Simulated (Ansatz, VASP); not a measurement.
Two plane-wave programs on YZr2O2

The input INCAR:

```
PREC = Accurate
ENCUT = 520
EDIFF = 1E-6
ISMEAR = 0
SIGMA = 0.1
LREAL = False
LASPH = True
NELM = 60
ALGO = Normal
ISIF = 2
LWAVE = False
LCHARG = True
GGA = PE
LELF = True
LVHAR = True
NBANDS = 32
```

KPOINTS

```
regular mesh
0
Gamma
  6 6 6
```

File POSCAR:

```
YZr2O2
1.0
   -1.9672039000      1.9672039000      4.8111489400
    1.9672039000     -1.9672039000      4.8111489400
    1.9672039000      1.9672039000     -4.8111489400
Y Zr O
1 2 2
Direct
    0.0000000000      0.0000000000      0.0000000000
    0.7500000000      0.2500000000      0.5000000000
    0.2500000000      0.7500000000      0.5000000000
    0.3750000000      0.3750000000      0.0000000000
    0.6250000000      0.6250000000      0.0000000000
```

Input for Ansatz:

```yaml
crystal:
  lattice:
    - [-1.9672039, 1.9672039, 4.81114894]
    - [1.9672039, -1.9672039, 4.81114894]
    - [1.9672039, 1.9672039, -4.81114894]
  atoms:
    - { symbol: "Y", position: [0.0, 0.0, 0.0] }
    - { symbol: Zr, position: [0.75, 0.25, 0.5] }
    - { symbol: Zr, position: [0.25, 0.75, 0.5] }
    - { symbol: O, position: [0.375, 0.375, 0.0] }
    - { symbol: O, position: [0.625, 0.625, 0.0] }
basis:
  ecutwfc: 420
kpoints:
  mp_grid: { grid: [6, 6, 6] }
hamiltonian:
  xc: pbe
scf:
  occupations: { method: gaussian, width: 0.1 }
  lower_state_search: "off"
output:
  forces: true
  stress: true
  eigenvalues: true
```

Change from the starting cell: species swapped into the YSi2Ir2 type (I4/mmm, No. 139).

Alike in both runs: task single point; functional PBE; k mesh 6 × 6 × 6; occupations gaussian, width 0.1 eV; no spin polarisation.

|  | VASP | Ansatz |
| --- | --- | --- |
| version | VASP 6.6.1 | Ansatz 0.2.0 |
| potentials or method | VASP PAW PBE potentials, release 64 (Y_sv, Zr_sv, O), cutoff 520 eV | scalar-relativistic, plane waves, PAW |
| valence electrons in the cell | 47 | 47 |

Ansatz gave:

| Property | Result |
| --- | --- |
| gap on the k mesh at the Fermi level (eV) | none |
| pressure (GPa) | 13.2 |
| traceless stress, the component that is largest in VASP (GPa) | 15.76 |
| rms of the force components (eV/Å) | 0.459 |

Q: What did VASP give for the same quantities?

A: gap on the k mesh at the Fermi level (eV): none; pressure (GPa): 13.3; traceless stress, the component that is largest in VASP (GPa): 15.58; rms of the force components (eV/Å): 0.451.

Atom by atom the forces differ by 0.008 eV/Å (rms over components). A gap of «none» marks a metal or a gap that the smearing closes. The functional is the same, so the differences come from potentials, cutoffs and numerics.

The k mesh is coarse, so the values compare programs but aren't converged.
